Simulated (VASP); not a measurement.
# Ni3N4 (Pm-3m) in VASP: notebook, part 2 of 2

VASP 6.6.1. Earlier steps stand in the parts before.

### 4 Relaxation of cell and atoms, PBE

INCAR

```
SYSTEM = Ni3N4
PREC = Accurate ; ENCUT = 600
EDIFF = 1E-6 ; ISMEAR = 0
SIGMA = 0.1 ; LREAL = .FALSE.
LASPH = .TRUE. ; NELM = 100
ALGO = Normal ; ISIF = 3
LWAVE = .FALSE. ; LCHARG = .FALSE.
GGA = PE ; IBRION = 2
NSW = 100 ; EDIFFG = -0.01
```

KPOINTS

```
regular mesh
0
G
  10 10 10
  0 0 0
```

POSCAR

```
Ni3N4
1.0
    3.9569093862      0.0000000000      0.0000000000
    0.0000000000      3.9569093862      0.0000000000
    0.0000000000      0.0000000000      3.9569093862
Ni N
3 4
Direct
    0.5000000000      0.5000000000      0.0000000000
    0.0000000000      0.5000000000      0.5000000000
    0.5000000000      0.0000000000      0.5000000000
    0.5000000000      0.5000000000      0.5000000000
    0.5000000000      0.0000000000      0.0000000000
    0.0000000000      0.5000000000      0.0000000000
    0.0000000000      0.0000000000      0.5000000000
```

Potentials or basis: VASP PAW PBE potentials, release 64 (Ni, N).

Command:

```bash
cat potpaw_PBE.64/Ni/POTCAR potpaw_PBE.64/N/POTCAR > POTCAR
mpirun -np 1 vasp_std > vasp.out
```

OUTCAR:

```text
SYSTEM = Ni3N4
   PREC = Accurate
   ENCUT = 600
   EDIFF = 1E-6
   ISMEAR = 0
   LREAL = .FALSE.
   LASPH = .TRUE.
   NELM = 100
   ISIF = 3
   GGA = PE
   IBRION = 2
   NSW = 100
   EDIFFG = -0.01

 ion  position               nearest neighbor table
   1  0.500  0.500  0.000-   4 1.98   5 1.98   6 1.98   4 1.98   5 1.98   6 1.98   3 2.80   3 2.80
                             3 2.80   2 2.80   3 2.80   2 2.80   2 2.80   2 2.80
   2  0.000  0.500  0.500-   4 1.98   6 1.98   7 1.98   6 1.98   7 1.98   4 1.98   3 2.80   3 2.80
                             1 2.80   1 2.80   3 2.80   1 2.80   1 2.80   3 2.80
   3  0.500  0.000  0.500-   4 1.98   5 1.98   7 1.98   5 1.98   4 1.98   7 1.98   2 2.80   1 2.80
                             2 2.80   1 2.80   1 2.80   2 2.80   1 2.80   2 2.80
   4  0.500  0.500  0.500-   1 1.98   2 1.98   3 1.98   1 1.98   3 1.98   2 1.98
   5  0.500  0.000  0.000-   1 1.98   3 1.98   3 1.98   1 1.98
   6  0.000  0.500  0.000-   1 1.98   2 1.98   2 1.98   1 1.98
   7  0.000  0.000  0.500-   2 1.98   3 1.98   2 1.98   3 1.98

  LATTYP: Found a simple cubic cell.
 ALAT       =     3.9569093862

  Lattice vectors:

 A1 = (   3.9569093862,   0.0000000000,   0.0000000000)
 A2 = (   0.0000000000,   3.9569093862,   0.0000000000)
 A3 = (   0.0000000000,   0.0000000000,   3.9569093862)

Analysis of symmetry for initial positions (statically):
[... 193 lines left out ...]
  Total        0.1814132      0.1814132      0.1814132     -0.0000000     -0.0000000      0.0000000
  in kB        4.6914948      4.6914948      4.6914948     -0.0000000     -0.0000000      0.0000000
  external PRESSURE =       4.6914948 kB  Pullay stress =       0.0000000 kB
[... 110 lines left out ...]
--------------------------------------- Ionic step        4  -------------------------------------------

 number of electron      49.9999992 magnetization

 Free energy of the ion-electron system (eV)
  ---------------------------------------------------
  ext. energy  EPLUGINS =         0.00000000
  ---------------------------------------------------
  free energy    TOTEN  =       -42.20541937 eV

  energy without entropy =      -42.17167169  energy(sigma->0) =      -42.18854553

 E-fermi :   7.4271     XC(G=0): -12.6534

 val. band max:        7.4072506156   @ k =   0.5000   0.2000   0.1000
 cond. band min:       7.4302927768   @ k =   0.5000   0.2000   0.2000
 fundamental gap:      0.0230421612
 Fermi energy:         7.4270678223

 k-point     1 :       0.0000    0.0000    0.0000
  band No.  band energies     occupation
      1      -9.7517      2.00000
      2      -7.0807      2.00000
      3      -6.3792      2.00000
      4      -6.3792      2.00000
      5       1.3677      2.00000
      6       1.3677      2.00000
[... 781 lines left out ...]
     29       8.0094      0.00000
     30       8.1351      0.00000

 [... further k-points ...]

------------------------ aborting loop because EDIFF is reached ----------------------------------------

  FORCE on cell =-STRESS in cart. coord.  units (eV):
  Direction    XX          YY          ZZ          XY          YZ          ZX
  --------------------------------------------------------------------------------------
  -------------------------------------------------------------------------------------
  Total       -0.0389328     -0.0389328     -0.0389328      0.0000000      0.0000000      0.0000000
  in kB       -1.0049013     -1.0049013     -1.0049013      0.0000000      0.0000000      0.0000000
  external PRESSURE =      -1.0049013 kB  Pullay stress =       0.0000000 kB
[... 22 lines left out ...]
  FREE ENERGIE OF THE ION-ELECTRON SYSTEM (eV)
  ---------------------------------------------------
  free  energy   TOTEN  =       -42.2054193729 eV

  energy  without entropy=      -42.1716716896  energy(sigma->0) =      -42.18854553

 reached required accuracy - stopping structural energy minimisation
```

OSZICAR:

```text
N       E                     dE             d eps       ncg     rms          rms(c)
DAV:   1     0.471948233244E+03    0.47195E+03   -0.26745E+04  3360   0.241E+03
DAV:   2     0.123698860057E+02   -0.45958E+03   -0.43414E+03  3648   0.490E+02
DAV:   3    -0.554707206736E+02   -0.67841E+02   -0.64421E+02  4078   0.197E+02
DAV:   4    -0.606057662770E+02   -0.51350E+01   -0.48535E+01  4422   0.489E+01
[... 35 lines left out ...]
DAV:   3    -0.422055076911E+02    0.15582E-01   -0.47677E-02  5090   0.328E+00    0.107E-01
DAV:   4    -0.422054459302E+02    0.61761E-04   -0.18425E-03  4034   0.307E-01    0.626E-02
DAV:   5    -0.422054253877E+02    0.20543E-04   -0.14168E-04  4740   0.146E-01    0.253E-02
DAV:   6    -0.422054200990E+02    0.52887E-05   -0.40409E-05  4070   0.418E-02    0.101E-02
DAV:   7    -0.422054193729E+02    0.72610E-06   -0.54303E-06  3668   0.217E-02
   4 F= -.42205419E+02 E0= -.42188546E+02  d E =-.322481E-02
```

CONTCAR:

```text
Ni3N4
   1.00000000000000
     3.9594434317095986   -0.0000000000000000    0.0000000000000000
    -0.0000000000000000    3.9594434317095986    0.0000000000000000
    -0.0000000000000000   -0.0000000000000000    3.9594434317095986
  Ni              N
     3     4
Direct
     0.5000000000000000    0.5000000000000000    0.0000000000000000
     0.0000000000000000    0.5000000000000000    0.5000000000000000
     0.5000000000000000    0.0000000000000000    0.5000000000000000
     0.5000000000000000    0.5000000000000000    0.5000000000000000
     0.5000000000000000    0.0000000000000000    0.0000000000000000
     0.0000000000000000    0.5000000000000000    0.0000000000000000
     0.0000000000000000    0.0000000000000000    0.5000000000000000

  0.00000000E+00  0.00000000E+00  0.00000000E+00
  0.00000000E+00  0.00000000E+00  0.00000000E+00
  0.00000000E+00  0.00000000E+00  0.00000000E+00
  0.00000000E+00  0.00000000E+00  0.00000000E+00
  0.00000000E+00  0.00000000E+00  0.00000000E+00
  0.00000000E+00  0.00000000E+00  0.00000000E+00
  0.00000000E+00  0.00000000E+00  0.00000000E+00
```

It took 2.2 min on 1 thread of Intel Xeon Platinum 8559C (Emerald Rapids), shared host; peak memory 0.24 GiB.

Results:

* Free energy: -42.2054 eV
* Relaxed volume: 8.87 Å³/atom
* Relaxed cell: a = 3.959 Å, b = 3.959 Å, c = 3.959 Å, α = 90.00°, β = 90.00°, γ = 90.00°
* Space group after relaxing (to 0.1 Å): Pm-3m (No. 221)
* Energy gained by relaxing: 0.5 meV/atom
* Ionic steps: 4
* Pressure after relaxing: -0.1 GPa
* Band gap on the k mesh: zero (bands 25 and 26 overlap by 1.92 eV)

Step by step:
| step | energy change (eV) | largest force (eV/Å) | pressure (GPa) | volume (Å³) |
| --- | --- | --- | --- | --- |
| 1 | 0.0000 | 0.0000 | 0.47 | 61.95 |
| 2 | -0.0030 | 0.0000 | -0.48 | 62.19 |
| 3 | -0.0031 | 0.0000 | -0.41 | 62.18 |
| 4 | -0.0032 | 0.0000 | -0.10 | 62.07 |

Final structure:
```
Ni N
1.0
     3.95944    0.00000    0.00000
     0.00000    3.95944    0.00000
     0.00000    0.00000    3.95944
Ni N
3 4
Direct
  0.50000 0.50000 0.00000
  0.00000 0.50000 0.50000
  0.50000 0.00000 0.50000
  0.50000 0.50000 0.50000
  0.50000 0.00000 0.00000
  0.00000 0.50000 0.00000
  0.00000 0.00000 0.50000
```

Caveat: the run has no spin polarisation, though such a crystal can be magnetic. With open d or f shells a metallic result of PBE can be an artefact of self-interaction; +U or a hybrid may open a gap.
